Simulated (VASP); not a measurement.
# TiAg2S3 (P3m1) in VASP: notebook

TiAg2S3 is run at these levels: PBEsol; tasks: single point, relaxation of cell and atoms.

All numbers are computed with VASP 6.6.1; they aren't measurements. Logs are shortened: lines on timing, memory, paths and dates and some standing lists are left out, and cuts for length are marked.

### 1 The cell of the first run

It takes space group P3m1 (No. 156, trigonal). The conventional cell has a = 4.033 Å, b = 4.033 Å, c = 9.167 Å, α = 90.00°, β = 90.00°, γ = 120.00°. Within 2.9 Å of Ti (site symmetry 3m) lie 4 S at 2.17 to 2.38 Å. Within 3.2 Å of Ag (site symmetry 3m) lie 4 S at 2.44 to 2.48 Å. Ag (site symmetry 3m) has 4 S at 2.39 to 2.71 Å within 3.2 Å. S (site symmetry 3m) has 4 Ag at 2.39 to 2.44 Å within 3.2 Å. S (site symmetry 3m) has 3 Ti at 2.38 Å and 1 Ag at 2.71 Å within 3.1 Å. S (site symmetry 3m) has 1 Ti at 2.17 Å and 3 Ag at 2.48 Å within 2.9 Å.

### 2 Single point, PBEsol

Contents of INCAR:

```
PREC     = Accurate       # precision mode
ENCUT    = 520            # plane-wave cutoff, eV
EDIFF    = 1E-7           # SCF threshold, eV
ISMEAR   = -1             # smearing method
SIGMA    = 0.03           # smearing width, eV
LREAL    = F              # projectors in reciprocal space
LASPH    = T              # aspherical terms in the spheres
NELM     = 80             # most SCF steps
ALGO     = Normal         # electronic algorithm
ISIF     = 2              # what is computed and relaxed
LWAVE    = F              # write WAVECAR
LCHARG   = F              # write CHGCAR
GGA      = PS             # functional
NBANDS   = 35             # bands
```

Contents of KPOINTS:

```
Automatic mesh
0
Gamma
  6 6 2
```

Contents of POSCAR:

```
TiAg2S3
1.0
    4.0332432799     -0.0000000029      0.0000000000
   -2.0166216374      3.4928911414      0.0000000000
    0.0000000000      0.0000000000      9.1669839051
Ti Ag S
1 2 3
Direct
    0.3333333333      0.6666666667      0.6652752332
    0.0000000000      0.0000000000      0.9937062996
    0.6666666667      0.3333333333      0.3168123346
    0.0000000000      0.0000000000      0.2599336525
    0.6666666667      0.3333333333      0.6120862891
    0.3333333333      0.6666666667      0.9021861910
```

Potentials or basis: VASP PAW PBE potentials, release 64 (Ti_sv, Ag, S).

The run is started by

```
> cat potpaw_PBE.64/Ti_sv/POTCAR potpaw_PBE.64/Ag/POTCAR potpaw_PBE.64/S/POTCAR > POTCAR
> mpirun -np 1 vasp_std > vasp.out
```

OUTCAR:

```text
PREC = Accurate
   ENCUT = 520
   EDIFF = 1E-7
   ISMEAR = -1
   LREAL = F
   LASPH = T
   NELM = 80
   ISIF = 2
   GGA = PS

 ion  position               nearest neighbor table
   1  0.333  0.667  0.665-   6 2.17   5 2.38   5 2.38   5 2.38
   2  0.000  0.000  0.994-   4 2.44   6 2.48   6 2.48   6 2.48
   3  0.667  0.333  0.317-   4 2.39   4 2.39   4 2.39   5 2.71
   4  0.000  0.000  0.260-   3 2.39   3 2.39   3 2.39   2 2.44
   5  0.667  0.333  0.612-   1 2.38   1 2.38   1 2.38   3 2.71
   6  0.333  0.667  0.902-   1 2.17   2 2.48   2 2.48   2 2.48

  LATTYP: Found a hexagonal cell.
 ALAT       =     4.0332432799
 C/A-ratio  =     2.2728566736

  Lattice vectors:

 A1 = (   4.0332432799,  -0.0000000029,   0.0000000000)
 A2 = (  -2.0166216374,   3.4928911414,   0.0000000000)
 A3 = (   0.0000000000,   0.0000000000,   9.1669839051)

Analysis of symmetry for initial positions (statically):
=====================================================================
 Subroutine PRICEL returns:
 Original cell was already a primitive cell.

 Routine SETGRP: Setting up the symmetry group for a
 hexagonal supercell.

 Subroutine GETGRP returns: Found  6 space group operations
 (whereof  6 operations were pure point group operations)
 out of a pool of 24 trial point group operations.

The static configuration has the point symmetry C_3v.

Analysis of symmetry for dynamics (positions and initial velocities):
=====================================================================
 Subroutine PRICEL returns:
 Original cell was already a primitive cell.

 Routine SETGRP: Setting up the symmetry group for a
 hexagonal supercell.

 Subroutine GETGRP returns: Found  6 space group operations
 (whereof  6 operations were pure point group operations)
 out of a pool of 24 trial point group operations.

The dynamic configuration has the point symmetry C_3v.

 Subroutine INISYM returns: Found  6 space group operations
 (whereof  6 operations are pure point group operations),
 and found     1 'primitive' translations

----------------------------------------------------------------------------------------

                                     Primitive cell

  volume of cell :     129.1415

  direct lattice vectors                    reciprocal lattice vectors
     4.033243280 -0.000000003  0.000000000     0.247939420  0.143147891  0.000000000
    -2.016621637  3.492891141  0.000000000     0.000000000  0.286295782  0.000000000
     0.000000000  0.000000000  9.166983905     0.000000000  0.000000000  0.109087134

  length of vectors
     4.033243280  4.033243280  9.166983905     0.286295782  0.286295782  0.109087134

  position of ions in fractional coordinates (direct lattice)
     0.333333333  0.666666667  0.665275233
     0.000000000  0.000000000  0.993706300
     0.666666667  0.333333333  0.316812335
     0.000000000  0.000000000  0.259933653
     0.666666667  0.333333333  0.612086289
     0.333333333  0.666666667  0.902186191

  ion indices of the primitive-cell ions
   primitive index   ion index
                 1           1
                 2           2
                 3           3
                 4           4
                 5           5
                 6           6

----------------------------------------------------------------------------------------

 KPOINTS: Automatic mesh

Automatic generation of k-mesh.
 Grid dimensions read from file:
 generate k-points for:    6    6    2

 Generating k-lattice:

  Cartesian coordinates                     Fractional coordinates (reciprocal lattice)
     0.041323237  0.023857982  0.000000000     0.166666667  0.000000000  0.000000000
     0.000000000  0.047715964  0.000000000    -0.000000000  0.166666667  0.000000000
     0.000000000  0.000000000  0.054543567     0.000000000  0.000000000  0.500000000

  Length of vectors
     0.047715964  0.047715964  0.054543567

  Shift w.r.t. Gamma in fractional coordinates (k-lattice)
     0.000000000  0.000000000  0.000000000

 Subroutine IBZKPT returns following result:
 ===========================================

 Found     14 irreducible k-points:

 Following reciprocal coordinates:
            Coordinates               Weight
  0.000000  0.000000  0.000000      1.000000
  0.166667  0.000000  0.000000      6.000000
  0.333333 -0.000000  0.000000      6.000000
  0.500000  0.000000  0.000000      3.000000
  0.166667  0.166667  0.000000      6.000000
  0.333333  0.166667  0.000000     12.000000
  0.333333  0.333333  0.000000      2.000000
  0.000000  0.000000  0.500000      1.000000
  0.166667  0.000000  0.500000      6.000000
  0.333333 -0.000000  0.500000      6.000000
  0.500000  0.000000  0.500000      3.000000
  0.166667  0.166667  0.500000      6.000000
  0.333333  0.166667  0.500000     12.000000
  0.333333  0.333333  0.500000      2.000000
   k-points           NKPTS =     14   k-points in BZ     NKDIM =     14   number of bands    NBANDS=     35
   number of dos      NEDOS =    301   number of ions     NIONS =      6
   total plane-waves  NPLWV =  63000
   dimension x,y,z NGX =    30 NGY =   30 NGZ =   70
   dimension x,y,z NGXF=    60 NGYF=   60 NGZF=  140
   ions per type =               1   2   3
   NGX,Y,Z   is equivalent  to a cutoff of  12.37, 12.37, 12.69 a.u.
   NGXF,Y,Z  is equivalent  to a cutoff of  24.73, 24.73, 25.39 a.u.
 SYSTEM =  unknown system
   PREC   = accura    normal or accurate (medium, high low for compatibility)
   ISTART =      0    job   : 0-new  1-cont  2-samecut
   ICHARG =      2    charge: 1-file 2-atom 10-const
   ISPIN  =      1    spin polarized calculation?
   LNONCOLLINEAR =      F non collinear calculations
   LSORBIT =      F    spin-orbit coupling
   LASPH  =      T    aspherical Exc in radial PAW
   ENCUT  =  520.0 eV  38.22 Ry    6.18 a.u.   7.50  7.50 17.04*2*pi/ulx,y,z
   NELM   =     80;   NELMIN=  2; NELMDL= -5     # of ELM steps
   EDIFF  = 0.1E-06   stopping-criterion for ELM
   LREAL  =      F    real-space projection
   EDIFFG = 0.1E-05   stopping-criterion for IOM
   NSW    =      0    number of steps for IOM
   IBRION =     -1    ionic relax: 0-MD 1-quasi-New 2-CG
   NFREE  =      0    steps in history (QN), initial steepest desc. (CG)
   ISIF   =      2    stress and relaxation
   ISYM   =      2    0-nonsym 1-usesym 2-fastsym
   POTIM  = 0.5000    time-step for ionic-motion
   TEBEG  =    0.0;   TEEND  =   0.0 temperature during run
   PSTRESS=    0.0 pullay stress
   NELECT =      52.0000    total number of electrons
   NUPDOWN=      -1.0000    fix difference up-down
   EMIN   =  10.00;   EMAX   =-10.00  energy-range for DOS
   EFERMI =   0.00;   METHOD = LEGACY
   ISMEAR =    -1;   SIGMA  =   0.03  broadening in eV -4-tet -1-fermi 0-gaus
   EFERMI_NEDOS =   21; number of points for ismear=-14 and -15
   IALGO  =     38    algorithm
   IMIX   =      4    mixing-type and parameters
     AMIX     =   0.40;   BMIX     =  1.00
     AMIX_MAG =   1.60;   BMIX_MAG =  1.00
  volume/ion in A,a.u.               =      21.52       145.25
  Fermi-wavevector in a.u.,A,eV,Ry     =   1.208891  2.284474 19.883806  1.461418
  Thomas-Fermi vector in A             =   2.344485
   LORBIT       =      0    0 simple, 1 ext, 2 COOP (PROOUT), +10 PAW based schemes
   GGA     = PS    functional components
   LHFCALC =     F    Hartree Fock is set to
   AEXX    =    0.0000 exact exchange contribution
   IVDW    =     0    specifies the selected vdW correction
   LEPSILON=     F    determine dielectric tensor
   LRPA    =     F    only Hartree local field effects (RPA)
 non-spin polarized calculation
  energy-cutoff  :      520.00
  volume of cell :      129.14
 maximum number of plane-waves:      3502
 NGX is ok and might be reduce to    30
   NGX = 15   NGY = 15   NGZ = 35

 number of electron      52.0000006 magnetization

 Free energy of the ion-electron system (eV)
  ---------------------------------------------------
  ext. energy  EPLUGINS =         0.00000000
  ---------------------------------------------------
  free energy    TOTEN  =       -30.81769190 eV

  energy without entropy =      -30.80416932  energy(sigma->0) =      -30.81093061

 E-fermi :   4.7984     XC(G=0):  -9.9544

 val. band max:        4.7747528110   @ k =   0.3333   0.1667   0.5000
 cond. band min:       4.8190004292   @ k =   0.3333   0.1667   0.0000
 fundamental gap:      0.0442476182
 Fermi energy:         4.7984026257

 k-point     1 :       0.0000    0.0000    0.0000
  band No.  band energies     occupation
      1     -52.6174      2.00000
      2     -29.0326      2.00000
      3     -28.9883      2.00000
      4     -28.9883      2.00000
      5      -8.9654      2.00000
      6      -8.2208      2.00000
[... 27 lines left out ...]
     34       8.6650      0.00000
     35      11.5012      0.00000

 k-point     2 :       0.1667    0.0000    0.0000
  band No.  band energies     occupation
      1     -52.6171      2.00000
      2     -29.0319      2.00000
      3     -28.9954      2.00000
      4     -28.9899      2.00000
      5      -8.8374      2.00000
      6      -8.1573      2.00000
[... 27 lines left out ...]
     34       9.5232      0.00000
     35      11.0260      0.00000

 k-point     3 :       0.3333   -0.0000    0.0000
  band No.  band energies     occupation
      1     -52.6164      2.00000
      2     -29.0306      2.00000
      3     -29.0096      2.00000
      4     -28.9930      2.00000
      5      -8.5553      2.00000
      6      -8.0414      2.00000
[... 27 lines left out ...]
     34      10.1254      0.00000
     35      10.7577      0.00000
[... 343 lines left out ...]
 k-point    13 :       0.3333    0.1667    0.5000
  band No.  band energies     occupation
      1     -52.6161      2.00000
      2     -29.0299      2.00000
      3     -29.0137      2.00000
      4     -28.9976      2.00000
      5      -8.3962      2.00000
      6      -7.9957      2.00000
[... 27 lines left out ...]
     34      10.4675      0.00000
     35      10.8329      0.00000

 k-point    14 :       0.3333    0.3333    0.5000
  band No.  band energies     occupation
      1     -52.6159      2.00000
      2     -29.0295      2.00000
      3     -29.0128      2.00000
      4     -29.0029      2.00000
      5      -8.3148      2.00000
      6      -7.9735      2.00000
[... 27 lines left out ...]
     34      10.9522      0.00000
     35      11.0466      0.00000

------------------------ aborting loop because EDIFF is reached ----------------------------------------

  FORCE on cell =-STRESS in cart. coord.  units (eV):
  Direction    XX          YY          ZZ          XY          YZ          ZX
  --------------------------------------------------------------------------------------
  -------------------------------------------------------------------------------------
  Total       -0.0075453     -0.0075453     -0.0132970     -0.0000000      0.0000000     -0.0000000
  in kB       -0.0936095     -0.0936095     -0.1649678     -0.0000000      0.0000000     -0.0000000
  external PRESSURE =      -0.1173956 kB  Pullay stress =       0.0000000 kB

 VOLUME and BASIS-vectors are now :
 -----------------------------------------------------------------------------
  energy-cutoff  :      520.00
  volume of cell :      129.14
      direct lattice vectors                 reciprocal lattice vectors
     4.033243280 -0.000000003  0.000000000     0.247939420  0.143147891  0.000000000
    -2.016621637  3.492891141  0.000000000     0.000000000  0.286295782  0.000000000
     0.000000000  0.000000000  9.166983905     0.000000000  0.000000000  0.109087134

 POSITION                                       TOTAL-FORCE (eV/Angst)
 -----------------------------------------------------------------------------------
      0.00000      2.32859      6.09857         0.000000     -0.000000     -0.009248
      0.00000      0.00000      9.10929         0.000000     -0.000000      0.007823
      2.01662      1.16430      2.90421        -0.000000      0.000000     -0.010487
      0.00000      0.00000      2.38281        -0.000000      0.000000      0.003528
      2.01662      1.16430      5.61099        -0.000000      0.000000     -0.002166
      0.00000      2.32859      8.27033         0.000000     -0.000000      0.010551
 -----------------------------------------------------------------------------------
    total drift:                                0.000001     -0.000001      0.000230

  FREE ENERGIE OF THE ION-ELECTRON SYSTEM (eV)
  ---------------------------------------------------
  free  energy   TOTEN  =       -30.8176918996 eV

  energy  without entropy=      -30.8041693181  energy(sigma->0) =      -30.81093061
```

Run time: 2.6 min. Hardware: 1 thread of Intel Xeon 8259CL, shared host; peak memory 0.27 GiB.

Results:

```yaml
Free_energy: -30.8177 eV
Pressure: 0.0 GPa
Largest_force: 0.011 eV/Å
Band_gap_on_the_k_mesh: zero (bands 26 and 27 overlap by 1.29 eV)
```

Forces in eV/Å, atoms in the order of the input:
```
Ti   0.000  0.000 -0.009
Ag   0.000  0.000  0.008
Ag   0.000  0.000 -0.010
S    0.000  0.000  0.004
S    0.000  0.000 -0.002
S    0.000  0.000  0.011
```

Caveat: the PAW data sets were made with another functional, which shifts forces and pressure a little.

### 3 Relaxation of cell and atoms, PBEsol

This run uses another cell than the first one, of 23.50 Å³/atom.

Contents of INCAR:

```
SYSTEM = TiAg2S3
PREC = Accurate
ENCUT = 600
EDIFF = 1E-7
ISMEAR = -1
SIGMA = 0.03
LREAL = .FALSE.
LASPH = .TRUE.
NELM = 60
ALGO = Normal
ISIF = 3
LWAVE = .FALSE.
LCHARG = .FALSE.
GGA = PS
IBRION = 2
NSW = 100
EDIFFG = -0.01
```

Contents of KPOINTS:

```
Automatic mesh
0
G
  6 6 2
  0 0 0
```

Contents of POSCAR:

```
TiAg2S3
1.0
    4.0613327300      0.0000000000      0.0000000000
   -2.0306663600      3.5172173200      0.0000000000
    0.0000000000      0.0000000000      9.8699835700
Ti Ag S
1 2 3
Direct
    0.3333333300      0.6666666700      0.6641085800
    0.0000000000      0.0000000000      0.9968616400
    0.6666666700      0.3333333300      0.3376419600
    0.0000000000      0.0000000000      0.2503703200
    0.6666666700      0.3333333300      0.5920876800
    0.3333333300      0.6666666700      0.9089298200
```

Potentials or basis: VASP PAW PBE potentials, release 64 (Ti_sv, Ag, S).

The run is started by

```
> cat potpaw_PBE.64/Ti_sv/POTCAR potpaw_PBE.64/Ag/POTCAR potpaw_PBE.64/S/POTCAR > POTCAR
> mpirun -np 1 vasp_std > vasp.out
```

It took 46 min on 1 thread of Intel Xeon 8259CL, shared host; peak memory 0.34 GiB.

The run converged. Its results:

```
Free energy                           : -30.8209 eV
Relaxed volume                        : 21.52 Å³/atom
Relaxed cell                          : a = 4.036 Å, b = 4.036 Å, c = 9.153 Å, α = 90.00°, β = 90.00°, γ = 120.00°
Space group after relaxing (to 0.1 Å) : P3m1 (No. 156)
Energy gained by relaxing             : 96.3 meV/atom
Ionic steps                           : 31
Pressure after relaxing               : 0.0 GPa
Largest force after relaxing          : 0.010 eV/Å
Band gap on the k mesh                : zero (bands 26 and 27 overlap by 1.29 eV)
```

Forces on the atoms (eV/Å):
```
Ti   0.000  0.000  0.009
Ag   0.000  0.000  0.001
Ag   0.000  0.000 -0.005
S    0.000  0.000  0.010
S    0.000  0.000 -0.008
S    0.000  0.000 -0.006
```

The path:
```
step  energy change (eV)  largest force (eV/Å)  pressure (GPa)  volume (Å³)
   1              0.0000                2.1076           -6.48       140.99
   2             -0.3414                1.9235            5.33       122.43
   3             -0.4873                0.7225            0.24       128.22
   4             -0.4875                0.7260            0.42       127.97
   5             -0.5252                0.3980            0.49       128.23
   6             -0.5388                0.2067            0.69       128.53
   7             -0.5511                0.1415           -0.52       130.62
   8             -0.5513                0.1440           -0.67       130.89
   9             -0.5598                0.2212           -0.24       130.34
  10             -0.5600                0.2623           -0.16       130.23
  11             -0.5667                0.2161            0.09       129.51
  12             -0.5675                0.2172            0.23       129.12
  13             -0.5725                0.1190            0.14       129.20
  14             -0.5759                0.0846           -0.09       129.36
  15             -0.5760                0.0563           -0.05       129.33
  16             -0.5764                0.0891            0.02       129.18
  17             -0.5765                0.1064            0.05       129.12
  18             -0.5768                0.0699            0.03       129.10
  19             -0.5770                0.0473           -0.02       129.05
  20             -0.5771                0.0434            0.00       129.02
  21             -0.5774                0.0359            0.06       128.91
  22             -0.5772                0.0449            0.18       128.69
  23             -0.5774                0.0318            0.10       128.85
  24             -0.5775                0.0222            0.03       129.00
  25             -0.5775                0.0226            0.00       129.05
  26             -0.5776                0.0159           -0.03       129.10
  27             -0.5776                0.0301           -0.06       129.16
  28             -0.5776                0.0266           -0.05       129.15
  29             -0.5776                0.0156           -0.01       129.13
  30             -0.5776                0.0141           -0.01       129.12
  31             -0.5777                0.0096            0.00       129.12
```

Final structure:
```xyz
6
Lattice="4.0360 0.0000 0.0000 -2.0180 3.4953 0.0000 0.0000 0.0000 9.1529" Properties=species:S:1:pos:R:3 pbc="T T T"
Ti    0.0000    2.3302    6.0877
Ag    0.0000    0.0000    9.0942
Ag    2.0180    1.1651    2.8932
S     0.0000    0.0000    2.3813
S     2.0180    1.1651    5.6065
S     0.0000    2.3302    8.2607
```

Levels at points of the mesh, in eV from the Fermi level:
| k point | band 24 | band 25 | band 26 | band 27 | band 28 | band 29 |
| --- | --- | --- | --- | --- | --- | --- |
| (0.00, 0.00, 0.00) | -0.68 | 0.86 | 0.86 | 1.16 | 1.16 | 1.78 |
| (0.50, 0.00, 0.00) | -1.68 | -1.04 | -0.83 | 0.33 | 0.78 | 0.90 |
| (0.00, 0.00, 0.50) | -0.61 | 0.74 | 0.74 | 1.26 | 1.26 | 2.06 |
| (0.50, 0.00, 0.50) | -1.84 | -0.74 | -0.68 | 0.27 | 0.73 | 1.04 |

Caveat: the PAW data sets were made with another functional, which shifts forces and pressure a little.

The gap in the log of VASP goes by the Fermi energy; the results here count the filled bands.